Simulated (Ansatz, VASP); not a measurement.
**Hf2N in VASP and in Ansatz**

The input INCAR:

```
SYSTEM = Hf2N
PREC     = Accurate       ! precision mode
ENCUT    = 520            ! plane-wave cutoff, eV
EDIFF    = 1E-7           ! SCF threshold, eV
ISMEAR   = 0              ! smearing method
SIGMA    = 0.15           ! smearing width, eV
LREAL    = .False.        ! projectors in reciprocal space
LASPH    = .True.         ! aspherical terms in the spheres
NELM     = 80             ! most SCF steps
ALGO     = Fast           ! electronic algorithm
ISIF     = 2              ! what is computed and relaxed
LWAVE    = .False.        ! write WAVECAR
LCHARG   = .True.         ! write CHGCAR
GGA      = PS             ! functional
LELF     = .True.         ! ELF
LVHAR    = .True.       
NBANDS   = 34             ! bands
```

The input KPOINTS:

```
Automatic mesh
0
Gamma
  10 10 16
  0 0 0
```

Contents of POSCAR:

```
Hf2N
1.0
    5.2101120689      0.0000000000      0.0000000000
    0.0000000000      5.2101120689      0.0000000000
    0.0000000000      0.0000000000      3.3341534618
Hf N
4 2
Direct
    0.2954633019      0.2954633019      0.0000000000
    0.7045366981      0.7045366981      0.0000000000
    0.7954633019      0.2045366981      0.5000000000
    0.2045366981      0.7954633019      0.5000000000
    0.0000000000      0.0000000000      0.0000000000
    0.5000000000      0.5000000000      0.5000000000
```

Input for Ansatz:

```yaml
crystal:
  lattice:
    - [5.2101120689, 0.0, 0.0]
    - [0.0, 5.2101120689, 0.0]
    - [0.0, 0.0, 3.3341534618]
  atoms:
    - { symbol: Hf, position: [0.2954633019, 0.2954633019, 0.0] }
    - { symbol: Hf, position: [0.7045366981, 0.7045366981, 0.0] }
    - { symbol: Hf, position: [0.7954633019, 0.2045366981, 0.5] }
    - { symbol: Hf, position: [0.2045366981, 0.7954633019, 0.5] }
    - { symbol: "N", position: [0.0, 0.0, 0.0] }
    - { symbol: "N", position: [0.5, 0.5, 0.5] }
basis:
  ecutwfc: 420
kpoints:
  mp_grid: { grid: [10, 10, 16] }
hamiltonian:
  xc: pbesol
scf:
  occupations: { method: gaussian, width: 0.15 }
output:
  forces: true
  stress: true
  eigenvalues: true
  write_density: true
  write_potential: true
  elf: true
  volumetric_format: npy
```

Alike in both runs: task single point; functional PBEsol; k mesh 10 × 10 × 16; occupations gaussian, width 0.15 eV; no spin polarisation.

|  | VASP | Ansatz |
| --- | --- | --- |
| version | VASP 6.6.1 | Ansatz 0.2.0 |
| potentials or method | VASP PAW PBE potentials, release 64 (Hf_pv, N), cutoff 520 eV | scalar-relativistic, plane waves, PAW |
| valence electrons in the cell | 50 | 114 |

|  | VASP | Ansatz | Ansatz less VASP |
| --- | --- | --- | --- |
| gap on the k mesh at the Fermi level (eV) | none | none | - |
| pressure (GPa) | -1.0 | -0.1 | +0.97 |
| traceless stress, the component that is largest in VASP (GPa) | -9.26 | -9.11 | +0.157 |
| rms of the force components (eV/Å) | 0.035 | 0.037 | +0.0026 |

VASP's potentials were made for PBE, not for PBEsol. Atom by atom the forces differ by 0.003 eV/Å (rms over components). A gap of «none» marks a metal or a gap that the smearing closes. VASP's potentials hold 50 valence electrons a cell and Ansatz's 114, so a difference there can come from the potentials and not from the codes.

Spin-orbit coupling is off throughout.
